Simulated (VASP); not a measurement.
# GaN in VASP: a series of runs

The runs below take GaN through single point, with PBE, r2SCAN.

All numbers are computed with VASP 6.6.1; they aren't measurements. Logs are shortened: lines on timing, memory, paths and dates and some standing lists are left out, and cuts for length are marked.

### Step 1. The cell of the first run

The structure is cubic, space group F-43m (No. 216). Conventional cell: a = 4.498 Å, b = 4.498 Å, c = 4.498 Å, α = 90.00°, β = 90.00°, γ = 90.00°. Within 2.6 Å of Ga (site symmetry -43m) lie 4 N at 1.95 Å. N (site symmetry -43m) has 4 Ga at 1.95 Å within 2.6 Å.

### Step 2. Single point, PBE

Contents of INCAR:

```
PREC = Accurate
ENCUT = 520
EDIFF = 1E-6
ISMEAR = -1
SIGMA = 0.02
LREAL = F
LASPH = T
NELM = 60
ALGO = Normal
ISIF = 2
LWAVE = F
LCHARG = T
GGA = PE
LELF = T
LVHAR = T
NBANDS = 16
```

Contents of KPOINTS:

```
regular mesh
0
Gamma
  10 10 10
```

Contents of POSCAR:

```
GaN
1.0
    0.0000000000      2.2489525415      2.2489525415
    2.2489525415      0.0000000000      2.2489525415
    2.2489525415      2.2489525415      0.0000000000
Ga N
1 1
Direct
    0.0000000000      0.0000000000      0.0000000000
    0.2500000000      0.2500000000      0.2500000000
```

Potentials or basis: VASP PAW PBE potentials, release 64 (Ga_d, N).

On the command line:

```bash
cat potpaw_PBE.64/Ga_d/POTCAR potpaw_PBE.64/N/POTCAR > POTCAR
mpirun -np 1 vasp_std > vasp.out
```

OUTCAR:

```text
PREC = Accurate
   ENCUT = 520
   EDIFF = 1E-6
   ISMEAR = -1
   LREAL = F
   LASPH = T
   NELM = 60
   ISIF = 2
   GGA = PE

 ion  position               nearest neighbor table
   1  0.000  0.000  0.000-   2 1.95   2 1.95   2 1.95   2 1.95
   2  0.250  0.250  0.250-   1 1.95   1 1.95   1 1.95   1 1.95

  LATTYP: Found a face centered cubic cell.
 ALAT       =     4.4979050830

  Lattice vectors:

 A1 = (   0.0000000000,   2.2489525415,   2.2489525415)
 A2 = (   2.2489525415,   0.0000000000,   2.2489525415)
 A3 = (   2.2489525415,   2.2489525415,   0.0000000000)

Analysis of symmetry for initial positions (statically):
=====================================================================
 Subroutine PRICEL returns:
 Original cell was already a primitive cell.

 Routine SETGRP: Setting up the symmetry group for a
 face centered cubic supercell.

 Subroutine GETGRP returns: Found 24 space group operations
 (whereof 24 operations were pure point group operations)
 out of a pool of 48 trial point group operations.

The static configuration has the point symmetry T_d .

Analysis of symmetry for dynamics (positions and initial velocities):
=====================================================================
 Subroutine PRICEL returns:
 Original cell was already a primitive cell.

 Routine SETGRP: Setting up the symmetry group for a
 face centered cubic supercell.

 Subroutine GETGRP returns: Found 24 space group operations
 (whereof 24 operations were pure point group operations)
 out of a pool of 48 trial point group operations.

The dynamic configuration has the point symmetry T_d .

 Subroutine INISYM returns: Found 24 space group operations
 (whereof 24 operations are pure point group operations),
 and found     1 'primitive' translations

----------------------------------------------------------------------------------------

                                     Primitive cell

  volume of cell :      22.7494

  direct lattice vectors                    reciprocal lattice vectors
     0.000000000  2.248952542  2.248952542    -0.222325723  0.222325723  0.222325723
     2.248952542  0.000000000  2.248952542     0.222325723 -0.222325723  0.222325723
     2.248952542  2.248952542  0.000000000     0.222325723  0.222325723 -0.222325723

  length of vectors
[... 74 lines left out ...]
   ISTART =      0    job   : 0-new  1-cont  2-samecut
   ICHARG =      2    charge: 1-file 2-atom 10-const
   ISPIN  =      1    spin polarized calculation?
   LNONCOLLINEAR =      F non collinear calculations
   LSORBIT =      F    spin-orbit coupling
   LASPH  =      T    aspherical Exc in radial PAW
   ENCUT  =  520.0 eV  38.22 Ry    6.18 a.u.   5.91  5.91  5.91*2*pi/ulx,y,z
   NELM   =     60;   NELMIN=  2; NELMDL= -5     # of ELM steps
   EDIFF  = 0.1E-05   stopping-criterion for ELM
   LREAL  =      F    real-space projection
   EDIFFG = 0.1E-04   stopping-criterion for IOM
   NSW    =      0    number of steps for IOM
   IBRION =     -1    ionic relax: 0-MD 1-quasi-New 2-CG
   NFREE  =      0    steps in history (QN), initial steepest desc. (CG)
   ISIF   =      2    stress and relaxation
   ISYM   =      2    0-nonsym 1-usesym 2-fastsym
   POTIM  = 0.5000    time-step for ionic-motion
   TEBEG  =    0.0;   TEEND  =   0.0 temperature during run
   PSTRESS=    0.0 pullay stress
   NELECT =      18.0000    total number of electrons
   NUPDOWN=      -1.0000    fix difference up-down
   EMIN   =  10.00;   EMAX   =-10.00  energy-range for DOS
   EFERMI =   0.00;   METHOD = LEGACY
   ISMEAR =    -1;   SIGMA  =   0.02  broadening in eV -4-tet -1-fermi 0-gaus
   EFERMI_NEDOS =   21; number of points for ismear=-14 and -15
   IALGO  =     38    algorithm
   IMIX   =      4    mixing-type and parameters
     AMIX     =   0.40;   BMIX     =  1.00
     AMIX_MAG =   1.60;   BMIX_MAG =  1.00
  volume/ion in A,a.u.               =      11.37        76.76
  Fermi-wavevector in a.u.,A,eV,Ry     =   1.514173  2.861371 31.194330  2.292719
  Thomas-Fermi vector in A             =   2.623866
   LORBIT       =      0    0 simple, 1 ext, 2 COOP (PROOUT), +10 PAW based schemes
   GGA     = PE    functional components
[... 5 lines left out ...]
 non-spin polarized calculation
  energy-cutoff  :      520.00
  volume of cell :       22.75
 maximum number of plane-waves:       622
   NGX = 11   NGY = 11   NGZ = 11

 number of electron      18.0000009 magnetization

 Free energy of the ion-electron system (eV)
  ---------------------------------------------------
  ext. energy  EPLUGINS =         0.00000000
  ---------------------------------------------------
  free energy    TOTEN  =       -12.13822243 eV

  energy without entropy =      -12.13822243  energy(sigma->0) =      -12.13822243

 E-fermi :   5.8188     XC(G=0): -11.6994

 val. band max:        5.3473373205   @ k =   0.0000   0.0000   0.0000
 cond. band min:       7.1109107811   @ k =   0.0000   0.0000   0.0000
 fundamental gap:      1.7635734607
 Fermi energy:         5.8187717509

 k-point     1 :       0.0000    0.0000    0.0000
  band No.  band energies     occupation
      1     -10.6382      2.00000
      2      -8.0994      2.00000
      3      -8.0994      2.00000
      4      -8.0994      2.00000
      5      -7.7735      2.00000
      6      -7.7735      2.00000
[... 433 lines left out ...]
      3      -7.8713      2.00000
      4      -7.8707      2.00000
      5      -7.7120      2.00000
      6      -6.8586      2.00000
[... 8 lines left out ...]
     15      27.7590      0.00000
     16      27.8417      0.00000

 [... further k-points ...]

------------------------ aborting loop because EDIFF is reached ----------------------------------------

  FORCE on cell =-STRESS in cart. coord.  units (eV):
  Direction    XX          YY          ZZ          XY          YZ          ZX
  --------------------------------------------------------------------------------------
  -------------------------------------------------------------------------------------
  Total        0.8912246      0.8912246      0.8912246      0.0000000      0.0000000      0.0000000
  in kB       62.7663496     62.7663496     62.7663496      0.0000000      0.0000000      0.0000000
  external PRESSURE =      62.7663496 kB  Pullay stress =       0.0000000 kB

 VOLUME and BASIS-vectors are now :
 -----------------------------------------------------------------------------
  energy-cutoff  :      520.00
  volume of cell :       22.75
      direct lattice vectors                 reciprocal lattice vectors
     0.000000000  2.248952542  2.248952542    -0.222325723  0.222325723  0.222325723
     2.248952542  0.000000000  2.248952542     0.222325723 -0.222325723  0.222325723
     2.248952542  2.248952542  0.000000000     0.222325723  0.222325723 -0.222325723

 POSITION                                       TOTAL-FORCE (eV/Angst)
 -----------------------------------------------------------------------------------
      0.00000      0.00000      0.00000         0.000000     -0.000000      0.000000
      1.12448      1.12448      1.12448        -0.000000      0.000000     -0.000000
 -----------------------------------------------------------------------------------
    total drift:                                0.000002      0.000002      0.000002

  FREE ENERGIE OF THE ION-ELECTRON SYSTEM (eV)
  ---------------------------------------------------
  free  energy   TOTEN  =       -12.1382224260 eV

  energy  without entropy=      -12.1382224260  energy(sigma->0) =      -12.13822243
```

stdout:

```text
POSCAR found type information on POSCAR GaN
 POSCAR found :  2 types and       2 ions
 scaLAPACK will be used
 LDA part: xc-table for (Slater+PW92), standard interpolation
 POSCAR, INCAR and KPOINTS ok, starting setup
 FFT: planning ... GRIDC
 FFT: planning ... GRID_SOFT
 FFT: planning ... GRID
 WAVECAR not read
 entering main loop
```

Run time: 26 s. Hardware: 1 thread of AMD EPYC 7R13, shared host; peak memory 0.12 GiB.

Results:

```yaml
Free_energy: -12.1382 eV
Pressure: 6.3 GPa
Band_gap_on_the_k_mesh: 1.76 eV, direct
```

Expect the measured gap to be larger: semilocal functionals such as PBE lack the derivative discontinuity.

### Step 3. Single point, PBE (shear xy strain -1.0%)

Contents of INCAR:

```
PREC = Accurate
ENCUT = 520
EDIFF = 1E-6
ISMEAR = 0
SIGMA = 0.01
LREAL = F
LASPH = T
NELM = 60
ALGO = Normal
ISIF = 2
LWAVE = F
LCHARG = F
GGA = PE
NBANDS = 16
```

Contents of KPOINTS:

```
regular mesh
0
Gamma
  6 6 6
```

Contents of POSCAR:

```
GaN
1.0
   -0.0112447627      2.2489525415      2.2489525415
    2.2489525415     -0.0112447627      2.2489525415
    2.2377077788      2.2377077788      0.0000000000
Ga N
1 1
Direct
   -0.0007240346     -0.0007240346      0.0007240346
    0.2507240346      0.2507240346      0.2492759654
```

Potentials or basis: VASP PAW PBE potentials, release 64 (Ga_d, N).

On the command line:

```bash
cat potpaw_PBE.64/Ga_d/POTCAR potpaw_PBE.64/N/POTCAR > POTCAR
mpirun -np 1 vasp_std > vasp.out
```

OUTCAR:

```text
PREC = Accurate
   ENCUT = 520
   EDIFF = 1E-6
   ISMEAR = 0
   LREAL = F
   LASPH = T
   NELM = 60
   ISIF = 2
   GGA = PE

 ion  position               nearest neighbor table
   1  0.999  0.999  0.001-   2 1.94   2 1.94   2 1.95   2 1.95
   2  0.251  0.251  0.249-   1 1.94   1 1.94   1 1.95   1 1.95

  LATTYP: Found a body centered orthorhombic cell.
 ALAT       =     3.1645966894
 B/A-ratio  =     1.0100502512
 C/A-ratio  =     1.4213201632

  Lattice vectors:

 A1 = (   0.0112447627,  -2.2489525415,  -2.2489525415)
 A2 = (  -0.0112447627,   2.2489525415,  -2.2489525415)
 A3 = (   2.2489525415,  -0.0112447627,   2.2489525415)

Analysis of symmetry for initial positions (statically):
=====================================================================
 Subroutine PRICEL returns:
 Original cell was already a primitive cell.

 Routine SETGRP: Setting up the symmetry group for a
 body centered orthorhombic supercell.

 Subroutine GETGRP returns: Found  4 space group operations
 (whereof  4 operations were pure point group operations)
 out of a pool of  8 trial point group operations.

The static configuration has the point symmetry C_2v.

Analysis of symmetry for dynamics (positions and initial velocities):
=====================================================================
 Subroutine PRICEL returns:
 Original cell was already a primitive cell.

 Routine SETGRP: Setting up the symmetry group for a
 body centered orthorhombic supercell.

 Subroutine GETGRP returns: Found  4 space group operations
 (whereof  4 operations were pure point group operations)
 out of a pool of  8 trial point group operations.

The dynamic configuration has the point symmetry C_2v.

 Subroutine INISYM returns: Found  4 space group operations
 (whereof  4 operations are pure point group operations),
 and found     1 'primitive' translations

[... 111 lines left out ...]
   IALGO  =     38    algorithm
   IMIX   =      4    mixing-type and parameters
     AMIX     =   0.40;   BMIX     =  1.00
     AMIX_MAG =   1.60;   BMIX_MAG =  1.00
  volume/ion in A,a.u.               =      11.37        76.76
  Fermi-wavevector in a.u.,A,eV,Ry     =   1.514185  2.861395 31.194850  2.292757
  Thomas-Fermi vector in A             =   2.623877
   LORBIT       =      0    0 simple, 1 ext, 2 COOP (PROOUT), +10 PAW based schemes
   GGA     = PE    functional components
   LHFCALC =     F    Hartree Fock is set to
   AEXX    =    0.0000 exact exchange contribution
   IVDW    =     0    specifies the selected vdW correction
   LEPSILON=     F    determine dielectric tensor
   LRPA    =     F    only Hartree local field effects (RPA)
 non-spin polarized calculation
 Gauss-broadening in eV      SIGMA  =   0.01
  energy-cutoff  :      520.00
  volume of cell :       22.75
 maximum number of plane-waves:       628
   NGX = 11   NGY = 11   NGZ = 11

 number of electron      18.0000007 magnetization

 Free energy of the ion-electron system (eV)
  ---------------------------------------------------
  ext. energy  EPLUGINS =         0.00000000
  ---------------------------------------------------
  free energy    TOTEN  =       -12.13265953 eV

  energy without entropy =      -12.13265953  energy(sigma->0) =      -12.13265953

 E-fermi :   5.5382     XC(G=0): -11.6984

 val. band max:        5.3854677270   @ k =   0.0000   0.0000   0.0000
 cond. band min:       7.1122781317   @ k =   0.0000   0.0000   0.0000
 fundamental gap:      1.7268104047
 Fermi energy:         5.5381702870

 k-point     1 :       0.0000    0.0000    0.0000
  band No.  band energies     occupation
      1     -10.6344      2.00000
      2      -8.1006      2.00000
      3      -8.0992      2.00000
      4      -8.0975      2.00000
      5      -7.7735      2.00000
      6      -7.7734      2.00000
[... 433 lines left out ...]
      3      -7.8479      2.00000
      4      -7.8372      2.00000
      5      -7.7118      2.00000
      6      -6.2504      2.00000
[... 8 lines left out ...]
     15      27.8549      0.00000
     16      27.9916      0.00000

 [... further k-points ...]

------------------------ aborting loop because EDIFF is reached ----------------------------------------

  FORCE on cell =-STRESS in cart. coord.  units (eV):
  Direction    XX          YY          ZZ          XY          YZ          ZX
  --------------------------------------------------------------------------------------
  -------------------------------------------------------------------------------------
  Total        0.8863512      0.8863512      0.8850524      0.2203009      0.0000000      0.0000000
  in kB       62.4246912     62.4246912     62.3332177     15.5155416      0.0000000      0.0000000
  external PRESSURE =      62.3942000 kB  Pullay stress =       0.0000000 kB

 VOLUME and BASIS-vectors are now :
 -----------------------------------------------------------------------------
  energy-cutoff  :      520.00
  volume of cell :       22.75
      direct lattice vectors                 reciprocal lattice vectors
    -0.011244763  2.248952542  2.248952542    -0.221219625  0.221219625  0.222325723
     2.248952542 -0.011244763  2.248952542     0.221219625 -0.221219625  0.222325723
     2.237707779  2.237707779  0.000000000     0.223442938  0.223442938 -0.222325723

 POSITION                                       TOTAL-FORCE (eV/Angst)
 -----------------------------------------------------------------------------------
      2.23771      2.23771      4.49465        -0.000000     -0.000000     -0.006566
      1.11885      1.11885      1.12773         0.000000      0.000000      0.006566
 -----------------------------------------------------------------------------------
    total drift:                                0.000003      0.000003     -0.000005

  FREE ENERGIE OF THE ION-ELECTRON SYSTEM (eV)
  ---------------------------------------------------
  free  energy   TOTEN  =       -12.1326595257 eV

  energy  without entropy=      -12.1326595257  energy(sigma->0) =      -12.13265953
```

stdout:

```text
POSCAR found type information on POSCAR GaN
 POSCAR found :  2 types and       2 ions
 scaLAPACK will be used
 LDA part: xc-table for (Slater+PW92), standard interpolation
 POSCAR, INCAR and KPOINTS ok, starting setup
 FFT: planning ... GRIDC
 FFT: planning ... GRID_SOFT
 FFT: planning ... GRID
 WAVECAR not read
 entering main loop
```

It took 25 s on 1 thread of AMD EPYC 7R13, shared host; peak memory 0.12 GiB.

Results:

| Property | Result |
| --- | --- |
| Free energy | -12.1327 eV |
| Pressure | 6.2 GPa |
| Largest force | 0.007 eV/Å |
| Band gap on the k mesh | 1.73 eV, direct |

Forces in eV/Å, atoms in the order of the input:
```
Ga   0.000  0.000 -0.007
N    0.000  0.000  0.007
```

Caveat: the cell differs from its parent crystal (shear xy strain -1.0%).

### Step 4. Single point, r2SCAN (strain -3.0%)

Contents of POSCAR:

```
GaN
1.0
    0.0000000000      2.1814839653      2.1814839653
    2.1814839653      0.0000000000      2.1814839653
    2.1814839653      2.1814839653      0.0000000000
Ga N
1 1
Direct
    0.0000000000      0.0000000000      0.0000000000
    0.2500000000      0.2500000000      0.2500000000
```

Contents of INCAR.step1:

```
SYSTEM = GaN
ALGO = Normal
EDIFF = 1E-4
ENCUT = 520
GGA = PE
ISMEAR = 0
LASPH = .True.
LCHARG = .False.
LREAL = .False.
LWAVE = .True.
NBANDS = 16
NELM = 100
PREC = Accurate
SIGMA = 0.01
```

Contents of INCAR.step2:

```
SYSTEM = GaN
ALGO = Normal
EDIFF = 1E-6
ENCUT = 520
ISIF = 2
ISMEAR = 0
ISTART = 1
LASPH = .True.
LCHARG = .False.
LMIXTAU = .True.
LREAL = .False.
LWAVE = .False.
METAGGA = R2SCAN
NBANDS = 16
NELM = 100
PREC = Accurate
SIGMA = 0.01
```

Contents of KPOINTS:

```
k-points
0
Gamma
  10 10 10
  0 0 0
```

On the command line:

```bash
cat potpaw_PBE.64/Ga_d/POTCAR potpaw_PBE.64/N/POTCAR > POTCAR
cp INCAR.step1 INCAR
mpirun -np 1 vasp_std > vasp.out
cp INCAR.step2 INCAR
mpirun -np 1 vasp_std > vasp.out
```

Run time: 2.2 min. Hardware: 1 thread of AMD EPYC 7R13, shared host; peak memory 0.12 GiB.

Results (log left out):

```yaml
Free_energy: -21.7542 eV
Pressure: 23.3 GPa
Band_gap_on_the_k_mesh: 2.77 eV, direct
```

Levels at points of the mesh, in eV from the valence-band top:
```tsv
k point	band 7	band 8	band 9	band 10	band 11	band 12
(0.00, 0.00, 0.00)	0.00	0.00	0.00	2.77	11.65	11.65
(0.50, 0.00, 0.00)	-7.85	-1.13	-1.13	5.86	9.96	11.52
(0.50, 0.50, 0.00)	-6.65	-3.16	-3.16	3.80	7.83	13.38
```

Caveat: the cell differs from its parent crystal (strain -3.0%); the PAW data sets were made with another functional, which shifts forces and pressure a little.

(Continued in part 2 of 2.)
